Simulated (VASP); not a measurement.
A run of VASP 6.6.1 is set up as follows.

File POSCAR:

```
Cu
1.0
   -1.4205947132      1.4205947132      1.4205947132
    1.4205947132     -1.4205947132      1.4205947132
    1.4205947132      1.4205947132     -1.4205947132
Cu
1
Direct
    0.0000000000      0.0000000000      0.0000000000
```

INCAR.step1

```
SYSTEM = Cu
PREC = Accurate ; ENCUT = 660
ISMEAR = -1 ; SIGMA = 0.05
LREAL = .False. ; LASPH = .True.
NELM = 120 ; NBANDS = 12
GGA = PE ; ALGO = Normal
EDIFF = 1E-5 ; LWAVE = .True.
LCHARG = .False. ; GGA_COMPAT = .False.
```

Contents of INCAR.step2:

```
SYSTEM = Cu
PREC = Accurate ; ENCUT = 660
EDIFF = 1E-6 ; ISMEAR = -1
SIGMA = 0.05 ; LREAL = .False.
LASPH = .True. ; NELM = 120
ALGO = Normal ; ISIF = 2
LWAVE = .False. ; LCHARG = .False.
METAGGA = R2SCAN ; LMIXTAU = .True.
NBANDS = 12 ; ISTART = 1
GGA_COMPAT = .False.
```

Contents of KPOINTS:

```
Automatic mesh
0
Gamma
  10 10 10
  0 0 0
```

Potentials or basis: VASP PAW PBE potentials, release 64 (Cu).

The run is started by

```console
$ cat potpaw_PBE.64/Cu/POTCAR > POTCAR
$ cp INCAR.step1 INCAR
$ mpirun -np 1 vasp_std > vasp.out
$ cp INCAR.step2 INCAR
$ mpirun -np 1 vasp_std > vasp.out
```

Task: Predict the band gap on the k mesh.

Result: Zero (an odd number of electrons rules out a gap without spin polarisation).

Task: Estimate the pressure.

Result: 0.6 GPa.

Caveat: the PAW data sets were made with another functional, which shifts forces and pressure a little.
